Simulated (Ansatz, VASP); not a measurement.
## One calculation of LaY4F, two programs

```
La Y F
1.0
     0.00000    4.02974    4.02974
     4.02974    0.00000    4.02974
     4.02974    4.02974    0.00000
La Y F
1 4 1
Direct
  0.50000 0.50000 0.50000
  0.87691 0.36928 0.87691
  0.87691 0.87691 0.36928
  0.87691 0.87691 0.87691
  0.36928 0.87691 0.87691
  0.25000 0.25000 0.25000
```

Change from the starting cell: species swapped into the Be4AlFe type (F-43m, No. 216).

Alike in both runs: task single point; functional PBE; k mesh 4 × 4 × 4; occupations gaussian, width 0.1 eV; no spin polarisation.

|  | VASP | Ansatz |
| --- | --- | --- |
| version | VASP 6.6.1 | Ansatz 0.2.0 |
| potentials or method | VASP PAW PBE potentials, release 64 (La, Y_sv, F), cutoff 520 eV | scalar-relativistic, plane waves, PAW |
| valence electrons in the cell | 62 | 62 |

|  | VASP | Ansatz | Ansatz less VASP |
| --- | --- | --- | --- |
| gap on the k mesh at the Fermi level (eV) | none | none | - |
| pressure (GPa) | 22.2 | 22.3 | +0.08 |
| rms of the force components (eV/Å) | 0.368 | 0.361 | -0.0067 |

Atom by atom the forces differ by 0.007 eV/Å (rms over components). A gap of «none» marks a metal or a gap that the smearing closes.

Neither program's run includes spin-orbit coupling.
